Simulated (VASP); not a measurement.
A run of VASP 6.6.1 is set up as follows.

The input INCAR:

```
  PREC = Accurate
  ENCUT = 560
  EDIFF = 1E-7
  ISMEAR = 0
  SIGMA = 0.1
  LREAL = False
  LASPH = True
  NELM = 120
  ALGO = Normal
  ISIF = 3
  LWAVE = False
  LCHARG = False
  GGA = PE
  IBRION = 2
  NSW = 90
  EDIFFG = -0.04
  GGA_COMPAT = False
  NELMIN = 4
```

KPOINTS

```
regular mesh
0
Gamma
  6 6 4
```

File POSCAR:

```
B2AsH2
1.0
    4.3704900700      0.0000000000      0.0000000000
   -2.1852450400      3.7849554300      0.0000000000
    0.0000000000      0.0000000000      3.9556981300
B H As
2 2 1
Direct
    0.3333333300      0.6666666700      0.5000000000
    0.6666666700      0.3333333300      0.5000000000
    0.0000000000      0.0000000000      0.1417889800
    0.0000000000      0.0000000000      0.8582110200
    0.0000000000      0.0000000000      0.5000000000
```

Potentials or basis: VASP PAW PBE potentials, release 64 (B, H, As_d).

Launch:

```sh
$ cat potpaw_PBE.64/B/POTCAR potpaw_PBE.64/H/POTCAR potpaw_PBE.64/As_d/POTCAR > POTCAR
$ mpirun -np 1 vasp_std > vasp.out
```

(1) Predict the relaxed volume.

(2) Predict the band gap on the k mesh.

(3) Estimate the space group after relaxing (to 0.1 Å).

Answers

(1) 15.46 Å³/atom.

(2) zero (an odd number of electrons rules out a gap without spin polarisation).

(3) P6/mmm (No. 191).

Caveat: the k points lie up to 0.32 Å⁻¹ apart in the final cell, too coarse for converged energies and pressures of a metal; the volume moved by over 15 % at a fixed basis, so the end points are rough; an odd number of electrons without spin polarisation forces a metal; a magnetic or distorted state may lie lower.
